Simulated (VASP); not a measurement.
Crystal: Ti3Al.

```
Ti Al
1.0
     2.96607    0.00000    0.00000
    -1.48303    2.56869    0.00000
     0.00000    0.00000    9.34778
Ti Al
3 1
Direct
  0.33333 0.66667 0.24941
  0.33333 0.66667 0.75059
  0.66667 0.33333 0.00000
  0.66667 0.33333 0.50000
```

Base run:

| Item | Value |
| --- | --- |
| Program | VASP 6.6.1 |
| Functional | r2SCAN |
| Potentials or basis | VASP PAW PBE potentials, release 64 (Ti_sv, Al) |
| Cutoff | 520 eV |
| k mesh | 10 × 10 × 3 |
| Occupations | fermi-dirac, width 0.05 eV |
| Spin | no spin polarisation |

Its results: pressure -4.7 GPa; largest force 0.010 eV/Å.

Task: The run is repeated on the same cell with these changes: functional from r2SCAN to PBEsol; further incar settings from ALGO = Normal; EDIFF = 1e-06; NBANDS = 28 to ALGO = Normal; EDIFF = 1e-07; NBANDS = 28. What comes out?

Result: Pressure -7.3 GPa; largest force 0.111 eV/Å.

Caveats: the PAW data sets were made with another functional, which shifts forces and pressure a little.
